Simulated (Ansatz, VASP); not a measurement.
# One calculation of HfBr, two programs

The input INCAR:

```
PREC     = Accurate       # precision mode
ENCUT    = 520            # plane-wave cutoff, eV
EDIFF    = 1E-6           # SCF threshold, eV
ISMEAR   = 0              # smearing method
SIGMA    = 0.1            # smearing width, eV
LREAL    = False          # projectors in reciprocal space
LASPH    = True           # aspherical terms in the spheres
NELM     = 100            # most SCF steps
ALGO     = Fast           # electronic algorithm
ISIF     = 2              # what is computed and relaxed
LWAVE    = False          # write WAVECAR
LCHARG   = False          # write CHGCAR
GGA      = PE             # functional
NBANDS   = 16             # bands
```

KPOINTS

```
Automatic mesh
0
Gamma
  6 6 4
```

File POSCAR:

```
HfBr
1.0
    3.6665092100      0.0000000000      0.0000000000
    0.0000000000      3.6665092100      0.0000000000
    0.0000000000      0.0000000000      4.1309338500
Hf Br
1 1
Direct
    0.0000000000      0.0000000000      0.0000000000
    0.5000000000      0.5000000000      0.5000000000
```

Input for Ansatz:

```yaml
crystal:
  lattice:
    - [3.66650921, 0.0, 0.0]
    - [0.0, 3.66650921, 0.0]
    - [0.0, 0.0, 4.13093385]
  atoms:
    - { symbol: Hf, position: [0.0, 0.0, 0.0] }
    - { symbol: Br, position: [0.5, 0.5, 0.5] }
basis:
  ecutwfc: 420
kpoints:
  mp_grid: { grid: [6, 6, 4] }
hamiltonian:
  xc: pbe
scf:
  occupations: { method: gaussian, width: 0.1 }
  lower_state_search: "off"
output:
  forces: true
  stress: true
  eigenvalues: true
```

Change from the starting cell: species swapped into the NbRu type (P4/mmm, No. 123).

Alike in both runs: task single point; functional PBE; k mesh 6 × 6 × 4; occupations gaussian, width 0.1 eV; no spin polarisation.

```csv
,VASP,Ansatz
version,VASP 6.6.1,Ansatz 0.2.0
potentials or method,"VASP PAW PBE potentials, release 64 (Hf_pv, Br), cutoff 520 eV","scalar-relativistic, plane waves, PAW"
valence electrons in the cell,17,33
```

Ansatz gave:

```
gap on the k mesh at the Fermi level (eV)                     : none
pressure (GPa)                                                : -10.6
traceless stress, the component that is largest in VASP (GPa) : 0.95
```

Task: Estimate VASP's values.

Result: gap on the k mesh at the Fermi level (eV): none; pressure (GPa): -10.8; traceless stress, the component that is largest in VASP (GPa): 0.94.

A gap of «none» marks a metal or a gap that the smearing closes. VASP's potentials hold 17 valence electrons a cell and Ansatz's 33, so a difference there can come from the potentials and not from the codes.

The k mesh is coarse, so the values compare programs but aren't converged. Spin-orbit coupling is off throughout.
